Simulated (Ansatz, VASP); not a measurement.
AgPt3: VASP beside Ansatz

Contents of INCAR:

```
PREC = Accurate ; ENCUT = 520
EDIFF = 1E-8 ; ISMEAR = -1
SIGMA = 0.08 ; LREAL = F
LASPH = T ; NELM = 60
ALGO = Normal ; ISIF = 2
LWAVE = F ; LCHARG = F
GGA = CA ; LEFG = T
NBANDS = 28
```

The input KPOINTS:

```
regular mesh
0
Gamma
  9 9 9
```

File POSCAR:

```
AgPt3
1.0
    3.8738247147      0.0000000000      0.0000000000
    0.0000000000      3.8738247147      0.0000000000
    0.0000000000      0.0000000000      3.8738247147
Ag Pt
1 3
Direct
    0.0000000000      0.0000000000      0.0000000000
    0.0000000000      0.5000000000      0.5000000000
    0.5000000000      0.0000000000      0.5000000000
    0.5000000000      0.5000000000      0.0000000000
```

Input for Ansatz:

```yaml
crystal:
  lattice:
    - [3.8738247147, 0.0, 0.0]
    - [0.0, 3.8738247147, 0.0]
    - [0.0, 0.0, 3.8738247147]
  atoms:
    - { symbol: Ag, position: [0.0, 0.0, 0.0] }
    - { symbol: Pt, position: [0.0, 0.5, 0.5] }
    - { symbol: Pt, position: [0.5, 0.0, 0.5] }
    - { symbol: Pt, position: [0.5, 0.5, 0.0] }
kpoints:
  mp_grid: { grid: [9, 9, 9] }
scf:
  occupations: { method: fermi_dirac, width: 0.08 }
hamiltonian:
  xc: lda
  pseudopotentials: { kind: paw }
output:
  forces: true
  stress: true
  eigenvalues: true
  efg: { contact_densities: true }
  write_density: true
  write_potential: true
  elf: true
  volumetric_format: npy
```

Change from the starting cell: volume scaled by 0.98, PAW files.

Alike in both runs: task electric field gradients; functional LDA; k mesh 9 × 9 × 9; occupations fermi-dirac, width 0.08 eV; no spin polarisation.

|  | VASP | Ansatz |
| --- | --- | --- |
| version | VASP 6.6.1 | Ansatz 0.2.0 |
| potentials or method | VASP PAW LDA potentials, release 64 (Ag, Pt) | PAW with Ansatz's default frozen-core files, scalar-relativistic |
| plane-wave cutoff (eV) | 520 | 420 |
| valence electrons in the cell | 41 | 73 |

```csv
,VASP,Ansatz,Ansatz less VASP
pressure (GPa),8.8,8.1,-0.66
size of Vzz on the site where it differs most (V/Å²),17.6,8.4,-9.21
```

LDA's correlation is that of Perdew and Zunger in VASP and of Perdew and Wang (1992) in Ansatz. VASP's potentials hold 41 valence electrons a cell and Ansatz's 73, so a difference there can come from the potentials and not from the codes.

Neither program's run includes spin-orbit coupling.
